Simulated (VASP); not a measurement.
BaTiO3, 5 atoms in the cell. Symmetry: Amm2, No. 38, orthorhombic system. Conventional cell: a = 3.984 Å, b = 5.674 Å, c = 5.692 Å, α = 90.00°, β = 90.00°, γ = 90.00°. Ba (site symmetry mm2) has 12 O at 2.80 to 2.89 Å and 8 Ti at 3.44 to 3.51 Å within 3.7 Å. Ti (site symmetry mm2) has 6 O at 1.95 to 2.07 Å within 2.6 Å. O (site symmetry mm2) has 2 Ti at 1.99 Å within 2.6 Å. Within 2.6 Å of O (site symmetry m) lie 2 Ti at 1.95 to 2.07 Å. 

```yaml
Program: VASP 6.6.1
Task: single point
Functional: PBE
Potentials_or_basis: VASP PAW PBE potentials, release 64 (Ba_sv, Ti_sv, O)
Cutoff: 520 eV
k_mesh: 8 × 8 × 8
Occupations: gaussian, width 0.05 eV
Spin: no spin polarisation
Hubbard_terms: Ti d U = 4.0 eV
Dipole_correction: no
Further_INCAR_settings: ALGO = Normal; EDIFF = 1e-06; NBANDS = 28
```

Potentials or basis: VASP PAW PBE potentials, release 64 (Ba_sv, Ti_sv, O).

Launch:

```sh
$ cat potpaw_PBE.64/Ba_sv/POTCAR potpaw_PBE.64/Ti_sv/POTCAR potpaw_PBE.64/O/POTCAR > POTCAR
$ mpirun -np 1 vasp_std > vasp.out
```

Hardware: 1 thread of Intel(R) Xeon(R) Platinum 8488C (Sapphire Rapids), with other jobs on the host.

Q: How long does it take, and how much memory?

A: It took 2.6 min on 1 thread of Intel(R) Xeon(R) Platinum 8488C (Sapphire Rapids), with other jobs on the host, peak memory 0.3 GiB. Counts: scf iterations 16, k points 105.
